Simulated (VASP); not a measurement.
The system is Cu.

```
Cu
1.0
     0.00000    1.80750    1.80750
     1.80750    0.00000    1.80750
     1.80750    1.80750    0.00000
Cu
1
Direct
  0.00300 0.00300 0.00300
```

* Program: VASP 6.6.1
* Task: relaxation of cell and atoms
* Functional: PBEsol
* Potentials or basis: VASP PAW PBE potentials, release 64 (Cu)
* Cutoff: 600 eV
* k mesh: 26 × 26 × 26
* Occupations: gaussian, width 0.1 eV
* Spin: no spin polarisation

At the start: pressure -5.7 GPa; volume 11.81 Å³/atom.

Question: How do energy, volume and symmetry change on relaxing?

Answer: Over 3 steps the energy falls by 8.3 meV/atom and the volume is 11.36 Å³/atom (-3.8 %); space group Fm-3m (No. 225, to 0.1 Å) before and after.

Step by step:
```
step  energy change (eV)  largest force (eV/Å)  pressure (GPa)  volume (Å³)
   1              0.0000                0.0000           -5.73        11.81
   2             -0.0051                0.0000            4.08        11.10
   3             -0.0083                0.0000            0.03        11.36
```

Final structure:
```
CELL_PARAMETERS angstrom
0.00000 1.78444 1.78444
1.78444 0.00000 1.78444
1.78444 1.78444 0.00000
ATOMIC_POSITIONS crystal
Cu 0.00300 0.00300 0.00300
```

Caveat: the PAW data sets were made with another functional, which shifts forces and pressure a little.
